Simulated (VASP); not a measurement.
The system is CuO.

```xyz
4
Lattice="2.8602 0.0000 0.0000 0.0388 2.8600 0.0000 0.0174 0.0171 5.1416" Properties=species:S:1:pos:R:3 pbc="T T T"
Cu    0.0194    1.4300    0.0000
Cu    1.4388    0.0086    2.5708
O     2.8688    0.0176    3.8556
O     0.0476    2.8595    1.2860
```

Base run:

- Program: VASP 6.6.1
- Functional: PBE
- Potentials or basis: VASP PAW PBE potentials, release 64 (Cu, O)
- Cutoff: 520 eV
- k mesh: 9 × 9 × 5
- Occupations: fermi-dirac, width 0.05 eV
- Spin: no spin polarisation

Its results: band gap on the k mesh zero (band 17 reaches 6.21 eV, above the bottom of band 18 at 5.25 eV); pressure 10.4 GPa; largest force 0.011 eV/Å.

The run is repeated on the same cell with these changes: functional from PBE to PBEsol; further incar settings from ALGO = Normal; EDIFF = 1e-07; NBANDS = 25 to ALGO = Normal; EDIFF = 1e-06; NBANDS = 25. What comes out?

Band gap on the k mesh zero (band 17 reaches 6.05 eV, above the bottom of band 18 at 5.07 eV); pressure 2.3 GPa; largest force 0.013 eV/Å.

Caveats: semilocal functionals often make such compounds metallic where correlation or magnetic order opens a gap, which also shifts bond lengths; the PAW data sets were made with another functional, which shifts forces and pressure a little (some runs).
